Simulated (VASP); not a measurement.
A run of VASP 6.6.1 is set up as follows.

The input INCAR:

```
PREC = Accurate ; ENCUT = 520
EDIFF = 1E-7 ; ISMEAR = 0
SIGMA = 0.1 ; LREAL = F
LASPH = T ; NELM = 60
ALGO = Normal ; ISIF = 2
LWAVE = F ; LCHARG = F
LDIPOL = T ; IDIPOL = 3
DIPOL = 0.5 0.5 0.517 ; GGA = PS
NBANDS = 36
```

The input KPOINTS:

```
regular mesh
0
Gamma
  12 12 1
```

File POSCAR:

```
Ag4CO
1.0
    2.8669036820      0.0000000000      0.0000000000
   -1.4334518410      2.4828114189      0.0000000000
    0.0000000000      0.0000000000     27.1724511627
Ag C O
4 1 1
Direct
    0.6666666667      0.3333333333      0.3128168286
    0.3333333333      0.6666666667      0.3989635307
    0.0000000000      0.0000000000      0.4853351219
    0.6666666667      0.3333333333      0.5699114201
    0.6666666667      0.3333333333      0.6476139267
    0.6666666667      0.3333333333      0.6897229922
```

Potentials or basis: VASP PAW PBE potentials, release 64 (Ag, C, O).

Command:

```bash
$ cat potpaw_PBE.64/Ag/POTCAR potpaw_PBE.64/C/POTCAR potpaw_PBE.64/O/POTCAR > POTCAR
$ mpirun -np 1 vasp_std > vasp.out
```

(1) Predict the band gap on the k mesh.

(2) What does it give for the largest force?

Results:

(1) zero (band 27 reaches 2.12 eV, above the bottom of band 28 at -2.36 eV).

(2) 0.994 eV/Å.

Caveat: the PAW data sets were made with another functional, which shifts forces and pressure a little.
